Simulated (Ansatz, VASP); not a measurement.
# BaZrO3 in VASP and in Ansatz

INCAR

```
SYSTEM = BaZrO3
PREC = Accurate ; ENCUT = 520
EDIFF = 1E-7 ; ISMEAR = 0
SIGMA = 0.05 ; LREAL = .False.
LASPH = .True. ; NELM = 80
ALGO = Normal ; ISIF = 2
LWAVE = .False. ; LCHARG = .False.
GGA = PE ; NBANDS = 28
```

File KPOINTS:

```
regular mesh
0
Gamma
  6 6 6
  0 0 0
```

File POSCAR:

```
BaZrO3
1.0
    4.2860375000      0.0000000000      0.0000000000
    0.0000000000      4.2860375000      0.0000000000
    0.0000000000      0.0000000000      4.1815000000
Ba Zr O
1 1 3
Direct
    0.5000000000      0.5000000000      0.5000000000
    0.0000000000      0.0000000000      0.0000000000
    0.5000000000      0.0000000000      0.0000000000
    0.0000000000      0.5000000000      0.0000000000
    0.0000000000      0.0000000000      0.5000000000
```

Input for Ansatz:

```yaml
crystal:
  lattice:
    - [4.2860375, 0.0, 0.0]
    - [0.0, 4.2860375, 0.0]
    - [0.0, 0.0, 4.1815]
  atoms:
    - { symbol: Ba, position: [0.5, 0.5, 0.5] }
    - { symbol: Zr, position: [0.0, 0.0, 0.0] }
    - { symbol: O, position: [0.5, 0.0, 0.0] }
    - { symbol: O, position: [0.0, 0.5, 0.0] }
    - { symbol: O, position: [0.0, 0.0, 0.5] }
basis:
  ecutwfc: 420
kpoints:
  mp_grid: { grid: [6, 6, 6] }
hamiltonian:
  xc: pbe
scf:
  occupations: { method: gaussian, width: 0.05 }
output:
  forces: true
  stress: true
  eigenvalues: true
```

Change from the starting cell: strain +0.0250 x Voigt [1, 1, 0, 0, 0, 0], atoms carried along.

Alike in both runs: task single point; functional PBE; k mesh 6 × 6 × 6; occupations gaussian, width 0.05 eV; no spin polarisation.

|  | VASP | Ansatz |
| --- | --- | --- |
| version | VASP 6.6.1 | Ansatz 0.2.0 |
| potentials or method | VASP PAW PBE potentials, release 64 (Ba_sv, Zr_sv, O), cutoff 520 eV | scalar-relativistic, plane waves, PAW |
| valence electrons in the cell | 40 | 40 |

```tsv
	VASP	Ansatz	Ansatz less VASP
gap on the k mesh at the Fermi level (eV)	3.01	3.06	+0.045
least direct gap on the mesh (eV)	3.26	3.29	+0.022
pressure (GPa)	-1.4	-2.3	-0.88
traceless stress, the component that is largest in VASP (GPa)	3.44	3.37	-0.068
```

Spin-orbit coupling is off throughout.
